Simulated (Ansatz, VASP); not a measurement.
One calculation of HCl, two programs

```
H Cl
1.0
     0.00000    2.80594    2.60062
     2.80594    0.00000    2.60062
     2.80594    2.80594    0.00000
H Cl
1 1
Direct
  0.00000 0.00000 0.00000
  0.50000 0.50000 0.50000
```

Change from the starting cell: strain +0.025 along x and y, -0.050 along z, atoms carried along.

Alike in both runs: task single point; functional PBEsol; k mesh 16 × 16 × 16; occupations gaussian, width 0.15 eV; no spin polarisation.

|  | VASP | Ansatz |
| --- | --- | --- |
| version | VASP 6.6.1 | Ansatz 0.2.0 |
| potentials or method | VASP PAW PBE potentials, release 64 (H, Cl), cutoff 520 eV | scalar-relativistic, plane waves, PAW |
| valence electrons in the cell | 8 | 8 |

Ansatz gave:

* gap on the k mesh at the Fermi level (eV): none
* pressure (GPa): -10.4
* traceless stress, the component that is largest in VASP (GPa): -4.11

Q: Which values does VASP return?

A: gap on the k mesh at the Fermi level (eV): none; pressure (GPa): -10.4; traceless stress, the component that is largest in VASP (GPa): -4.12.

VASP's potentials were made for PBE, not for PBEsol. A gap of «none» marks a metal or a gap that the smearing closes. The functional is the same, so the differences come from potentials, cutoffs and numerics.
